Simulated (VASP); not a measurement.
Write the native input for VASP 6.6.1 that does the following.

```
Task                   : single point
Functional             : PBE
Potentials or basis    : VASP PAW PBE potentials, release 64 (Hf_pv, C)
Cutoff                 : 520 eV
k mesh                 : 15 × 15 × 15
Occupations            : gaussian, width 0.2 eV
Spin                   : no spin polarisation
Dipole correction      : no
Further INCAR settings : ALGO = Normal; EDIFF = 1e-06; NBANDS = 14
```

The structure of HfC lies in POSCAR:

```
HfC
1.0
    0.0000000000      2.3250000000      2.3250000000
    2.3250000000      0.0000000000      2.3250000000
    2.3250000000      2.3250000000      0.0000000000
Hf C
1 1
Direct
    0.5000000000      0.5000000000      0.5000000000
    0.0000000000      0.0000000000      0.0000000000
```

The input as run:

INCAR

```
SYSTEM = HfC
ALGO = Normal
EDIFF = 1E-6
ENCUT = 520
GGA = PE
ISIF = 2
ISMEAR = 0
LASPH = .TRUE.
LCHARG = .TRUE.
LELF = .TRUE.
LREAL = .FALSE.
LVHAR = .TRUE.
LWAVE = .FALSE.
NBANDS = 14
NELM = 60
PREC = Accurate
SIGMA = 0.2
```

KPOINTS

```
k-points
0
G
  15 15 15
  0 0 0
```

Potentials or basis: VASP PAW PBE potentials, release 64 (Hf_pv, C).

The run is started by

```console
$ cat potpaw_PBE.64/Hf_pv/POTCAR potpaw_PBE.64/C/POTCAR > POTCAR
$ mpirun -np 1 vasp_std > vasp.out
```

Results of the run:

| Item | Value |
| --- | --- |
| Pressure | -0.5 GPa |
| Band gap on the k mesh | zero (band 7 reaches 6.95 eV, above the bottom of band 8 at 5.53 eV) |

Caveat: spin-orbit coupling is left out, which moves the levels of the heavy elements.

It took 64 s on 1 thread of AMD EPYC 7R13 (shared host), peak memory 0.14 GiB.
